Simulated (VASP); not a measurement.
Here is a VASP 6.6.1 calculation.

Contents of INCAR:

```
  PREC = Accurate
  ENCUT = 520
  EDIFF = 1E-6
  ISMEAR = 0
  SIGMA = 0.1
  LREAL = False
  LASPH = True
  NELM = 80
  ALGO = Normal
  ISIF = 2
  LWAVE = False
  LCHARG = False
  GGA = PE
  NBANDS = 32
```

File KPOINTS:

```
regular mesh
0
Gamma
  12 12 4
```

Contents of POSCAR:

```
BiO5
1.0
    3.4492018315      0.0000000000      0.0000000000
   -1.7246009158      2.9870964089      0.0000000000
    0.0000000000      0.0000000000     10.7117878205
Bi O
1 5
Direct
    0.0000000000      0.0000000000      0.0000000000
    0.6666666667      0.3333333333      0.8823834293
    0.0000000000      0.0000000000      0.5584290598
    0.6666666667      0.3333333333      0.5000000000
    0.0000000000      0.0000000000      0.4415709402
    0.6666666667      0.3333333333      0.1176165707
```

Potentials or basis: VASP PAW PBE potentials, release 64 (Bi_d, O).

Run with:

```console
$ cat potpaw_PBE.64/Bi_d/POTCAR potpaw_PBE.64/O/POTCAR > POTCAR
$ mpirun -np 1 vasp_std > vasp.out
```

Predict the largest force.

0.901 eV/Å.

Predict the pressure.

0.5 GPa.

Forces in eV/Å, atoms in the order of the input:
```
Bi   0.000  0.000  0.000
O    0.000  0.000 -0.028
O    0.000  0.000  0.901
O    0.000  0.000  0.000
O    0.000  0.000 -0.901
O    0.000  0.000  0.028
```

Caveat: the standard files for N, O and F lose accuracy on very short bonds; an odd number of electrons without spin polarisation forces a metal; a magnetic or distorted state may lie lower.
